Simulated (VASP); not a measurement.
# SnSe (Cmcm) in VASP: notebook, part 2 of 2

VASP 6.6.1.

## (3) Relaxation of shape and atoms at fixed volume, PBE+D3(BJ) (28.45 Å³/atom)

This run uses another cell than the first one, of 28.45 Å³/atom.

Contents of INCAR:

```
PREC = Accurate
ENCUT = 600
EDIFF = 1E-6
ISMEAR = 0
SIGMA = 0.01
LREAL = False
LASPH = True
NELM = 80
ALGO = Normal
ISIF = 4
LWAVE = False
LCHARG = False
GGA = PE
IVDW = 12
IBRION = 2
NSW = 50
EDIFFG = -0.01
```

Contents of KPOINTS:

```
regular mesh
0
Gamma
  10 10 8
```

Contents of POSCAR:

```
SnSe
1.0
    2.1689072907     -6.0419774095      0.0000000000
    2.1689072907      6.0419774095      0.0000000000
    0.0000000000      0.0000000000      4.3416242298
Sn Se
2 2
Direct
    0.8724673601      0.1275326399      0.2500000000
    0.1275326399      0.8724673601      0.7500000000
    0.6430977125      0.3569022875      0.2500000000
    0.3569022875      0.6430977125      0.7500000000
```

Potentials or basis: VASP PAW PBE potentials, release 64 (Sn_d, Se).

Started as:

```
$ cat potpaw_PBE.64/Sn_d/POTCAR potpaw_PBE.64/Se/POTCAR > POTCAR
$ mpirun -np 1 vasp_std > vasp.out
```

OUTCAR:

```text
PREC = Accurate
   ENCUT = 600
   EDIFF = 1E-6
   ISMEAR = 0
   LREAL = False
   LASPH = True
   NELM = 80
   ISIF = 4
   GGA = PE
   IVDW = 12
   IBRION = 2
   NSW = 50
   EDIFFG = -0.01
 IVDW          = 12

 ion  position               nearest neighbor table
   1  0.872  0.128  0.250-   3 2.77   4 3.07   4 3.07   4 3.07   4 3.07
   2  0.128  0.872  0.750-   4 2.77   3 3.07   3 3.07   3 3.07   3 3.07
   3  0.643  0.357  0.250-   1 2.77   2 3.07   2 3.07   2 3.07   2 3.07
   4  0.357  0.643  0.750-   2 2.77   1 3.07   1 3.07   1 3.07   1 3.07

  LATTYP: Found a base centered orthorhombic cell.
 ALAT       =     4.3378145814
 B/A-ratio  =     2.7857241457
 C/A-ratio  =     1.0008782414

  Lattice vectors:

 A1 = (   2.1689072907,  -6.0419774095,   0.0000000000)
 A2 = (   2.1689072907,   6.0419774095,   0.0000000000)
 A3 = (   0.0000000000,   0.0000000000,   4.3416242298)

Analysis of symmetry for initial positions (statically):
=====================================================================
 Subroutine PRICEL returns:
 Original cell was already a primitive cell.

 Routine SETGRP: Setting up the symmetry group for a
 base centered orthorhombic supercell.

 Subroutine GETGRP returns: Found  8 space group operations
 (whereof  4 operations were pure point group operations)
 out of a pool of  8 trial point group operations.

The static configuration has the point symmetry C_2h.
 The point group associated with its full space group is D_2h.

Analysis of symmetry for dynamics (positions and initial velocities):
=====================================================================
 Subroutine PRICEL returns:
 Original cell was already a primitive cell.

 Routine SETGRP: Setting up the symmetry group for a
 base centered orthorhombic supercell.

 Subroutine GETGRP returns: Found  8 space group operations
 (whereof  4 operations were pure point group operations)
 out of a pool of  8 trial point group operations.

The dynamic configuration has the point symmetry C_2h.
 The point group associated with its full space group is D_2h.

 Subroutine INISYM returns: Found  8 space group operations
[... 118 lines left out ...]
   IALGO  =     38    algorithm
   IMIX   =      4    mixing-type and parameters
     AMIX     =   0.40;   BMIX     =  1.00
     AMIX_MAG =   1.60;   BMIX_MAG =  1.00
  volume/ion in A,a.u.               =      28.45       191.97
  Fermi-wavevector in a.u.,A,eV,Ry     =   1.155387  2.183364 18.162670  1.334919
  Thomas-Fermi vector in A             =   2.292016
   LORBIT       =      0    0 simple, 1 ext, 2 COOP (PROOUT), +10 PAW based schemes
   GGA     = PE    functional components
   LHFCALC =     F    Hartree Fock is set to
   AEXX    =    0.0000 exact exchange contribution
   IVDW    =    12    specifies the selected vdW correction
   LEPSILON=     F    determine dielectric tensor
   LRPA    =     F    only Hartree local field effects (RPA)
 conjugate gradient relaxation of ions
 non-spin polarized calculation
 Gauss-broadening in eV      SIGMA  =   0.01
  energy-cutoff  :      600.00
  volume of cell :      113.79
 maximum number of plane-waves:      3830
 NGX is ok and might be reduce to    54
   NGX = 25   NGY = 25   NGZ = 17

--------------------------------------- Ionic step        1  -------------------------------------------

 number of electron      40.0000003 magnetization

 Free energy of the ion-electron system (eV)
  ---------------------------------------------------
  ext. energy  EPLUGINS =         0.00000000
  ---------------------------------------------------
  free energy    TOTEN  =       -16.37980562 eV

  energy without entropy =      -16.37980562  energy(sigma->0) =      -16.37980562

------------------------ aborting loop because EDIFF is reached ----------------------------------------

 Edisp (eV)   -1.36021

 E8    (eV) :    -0.6143
[... 111 lines left out ...]
  FREE ENERGIE OF THE ION-ELECTRON SYSTEM (eV)
  ---------------------------------------------------
  free  energy   TOTEN  =       -17.7456943840 eV

  energy  without entropy=      -17.7456943840  energy(sigma->0) =      -17.74569438

[... ionic steps 4 to 7 ...]

--------------------------------------- Ionic step        8  -------------------------------------------

 number of electron      40.0000006 magnetization

------------------------ aborting loop because EDIFF is reached ----------------------------------------
[... 79 lines left out ...]
--------------------------------------- Ionic step       10  -------------------------------------------

 number of electron      40.0000005 magnetization

 Free energy of the ion-electron system (eV)
  ---------------------------------------------------
  ext. energy  EPLUGINS =         0.00000000
  ---------------------------------------------------
  free energy    TOTEN  =       -16.39066153 eV

  energy without entropy =      -16.39066153  energy(sigma->0) =      -16.39066153

 E-fermi :   4.8865     XC(G=0):  -9.3999

 val. band max:        4.8301188184   @ k =   0.5000   0.5000   0.3750
 cond. band min:       5.2569624979   @ k =   0.5000   0.5000   0.0000
 fundamental gap:      0.4268436795
 Fermi energy:         4.8865094739

 k-point     1 :       0.0000    0.0000    0.0000
  band No.  band energies     occupation
      1     -16.5739      2.00000
      2     -16.5712      2.00000
      3     -16.5634      2.00000
      4     -16.5608      2.00000
      5     -16.5413      2.00000
      6     -16.5344      2.00000
[... 637 lines left out ...]
     23       6.5518      0.00000
     24       7.8689      0.00000

 [... further k-points ...]

------------------------ aborting loop because EDIFF is reached ----------------------------------------

 Edisp (eV)   -1.35932

 E8    (eV) :    -0.6140
[... 27 lines left out ...]
  FREE ENERGIE OF THE ION-ELECTRON SYSTEM (eV)
  ---------------------------------------------------
  free  energy   TOTEN  =       -17.7499859653 eV

  energy  without entropy=      -17.7499859653  energy(sigma->0) =      -17.74998597

 reached required accuracy - stopping structural energy minimisation
```

CONTCAR:

```text
SnSe
   1.00000000000000
     2.1566653916887333   -6.1021165429680488   -0.0000000000000000
     2.1566653916887333    6.1021165429680488    0.0000000000000000
     0.0000000000000000   -0.0000000000000000    4.3232370672543370
  Sn              Se
     2     2
Direct
     0.8690057598911052    0.1309942401088949    0.2500000000000000
     0.1309942401088949    0.8690057598911052    0.7500000000000000
     0.6447438349694143    0.3552561650305855    0.2500000000000000
     0.3552561650305855    0.6447438349694143    0.7500000000000000

  0.00000000E+00  0.00000000E+00  0.00000000E+00
  0.00000000E+00  0.00000000E+00  0.00000000E+00
  0.00000000E+00  0.00000000E+00  0.00000000E+00
  0.00000000E+00  0.00000000E+00  0.00000000E+00
```

Run time: 54 min. Hardware: 1 thread of Oxide Virtual Turin-like, shared host; peak memory 0.65 GiB.

What came out:

```
Free energy                  : -17.7500 eV
Energy gained by relaxing    : 2.5 meV/atom
Ionic steps                  : 10
Pressure after relaxing      : -2.3 GPa
Largest force after relaxing : 0.009 eV/Å
Band gap on the k mesh       : 0.43 eV (least direct gap 0.55 eV)
Dispersion energy per atom   : -0.340 eV
```

Forces on the atoms (eV/Å):
```
Sn   0.000  0.002  0.000
Sn   0.000 -0.002  0.000
Se   0.000  0.009  0.000
Se   0.000 -0.009  0.000
```

The path:
```tsv
step	energy change (eV)	largest force (eV/Å)	pressure (GPa)	volume (Å³)
1	0.0000	0.1903	-3.06	113.79
2	-0.0041	0.1211	-2.87	113.79
3	-0.0057	0.0450	-2.63	113.79
4	-0.0084	0.0326	-2.52	113.79
5	-0.0097	0.0205	-2.40	113.79
6	-0.0099	0.0169	-2.36	113.79
7	-0.0099	0.0164	-2.35	113.79
8	-0.0099	0.0106	-2.32	113.79
9	-0.0099	0.0142	-2.30	113.79
10	-0.0100	0.0094	-2.30	113.79
```

Final structure:
```cif
data_structure
_symmetry_space_group_name_H-M 'P 1'
_symmetry_Int_Tables_number 1
_cell_length_a 6.4720
_cell_length_b 6.4720
_cell_length_c 4.3232
_cell_angle_alpha 90.000
_cell_angle_beta 90.000
_cell_angle_gamma 141.070
_cell_volume 113.79
loop_
_atom_site_label
_atom_site_type_symbol
_atom_site_fract_x
_atom_site_fract_y
_atom_site_fract_z
_atom_site_occupancy
Sn1 Sn 0.86901 0.13099 0.25000 1
Sn2 Sn 0.13099 0.86901 0.75000 1
Se1 Se 0.64474 0.35526 0.25000 1
Se2 Se 0.35526 0.64474 0.75000 1
```

Levels at points of the mesh, in eV from the valence-band top:
| k point | band 17 | band 18 | band 19 | band 20 | band 21 | band 22 | band 23 | band 24 |
| --- | --- | --- | --- | --- | --- | --- | --- | --- |
| (0.00, 0.00, 0.00) | -2.97 | -2.12 | -1.68 | -0.59 | 3.61 | 3.96 | 4.00 | 4.52 |
| (0.50, 0.00, 0.00) | -1.79 | -1.57 | -0.54 | -0.34 | 1.19 | 1.26 | 1.38 | 2.16 |
| (0.50, 0.50, 0.00) | -2.18 | -2.13 | -1.68 | -0.63 | 0.43 | 3.60 | 3.73 | 4.17 |
| (0.00, 0.00, 0.50) | -1.64 | -1.64 | -0.28 | -0.28 | 0.93 | 0.93 | 1.63 | 1.63 |
| (0.50, 0.00, 0.50) | -3.55 | -3.55 | -1.73 | -1.73 | 2.61 | 2.61 | 4.78 | 4.78 |
| (0.50, 0.50, 0.50) | -1.66 | -1.66 | -0.82 | -0.82 | 1.37 | 1.37 | 2.05 | 2.05 |

Caveat: semilocal functionals underestimate gaps, and a narrow one can read as zero; spin-orbit coupling is left out, which moves the levels of the heavy elements.
